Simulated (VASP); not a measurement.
Here is a VASP 6.6.1 calculation.

File INCAR:

```
PREC = Accurate
ENCUT = 520
EDIFF = 1E-6
ISMEAR = 0
SIGMA = 0.02
LREAL = F
LASPH = T
NELM = 100
ALGO = Normal
ISIF = 2
LWAVE = F
LCHARG = F
GGA = PE
NBANDS = 35
```

KPOINTS

```
regular mesh
0
Gamma
  12 12 4
```

POSCAR

```
Te2Mo
1.0
    3.4155576044      0.0000000000      0.0000000000
   -1.7077788022      2.9579596535      0.0000000000
    0.0000000000      0.0000000000     13.1568857082
Te Mo
4 2
Direct
    0.3333333333      0.6666666667      0.6110831685
    0.6666666667      0.3333333333      0.1110831685
    0.6666666667      0.3333333333      0.3889168315
    0.3333333333      0.6666666667      0.8889168315
    0.3333333333      0.6666666667      0.2500000000
    0.6666666667      0.3333333333      0.7500000000
```

Potentials or basis: VASP PAW PBE potentials, release 64 (Te, Mo_sv).

Command:

```sh
$ cat potpaw_PBE.64/Te/POTCAR potpaw_PBE.64/Mo_sv/POTCAR > POTCAR
$ mpirun -np 1 vasp_std > vasp.out
```

Q: Predict the pressure.

A: 10.0 GPa.

Q: Predict the band gap on the k mesh.

A: 0.22 eV (least direct gap 0.64 eV).

Q: Estimate the largest force.

A: 0.021 eV/Å.

Stress tensor (GPa, compression positive):
```
 9.95  0.00  0.00
 0.00  9.95  0.00
 0.00  0.00 10.10
```

Caveat: the cell stands under pressure; spin-orbit coupling is left out, which moves the levels of the heavy elements; this functional lacks dispersion, which binds layers or chains, so the pressure and a relaxed spacing across them are unreliable. A k mesh can miss the band edges.
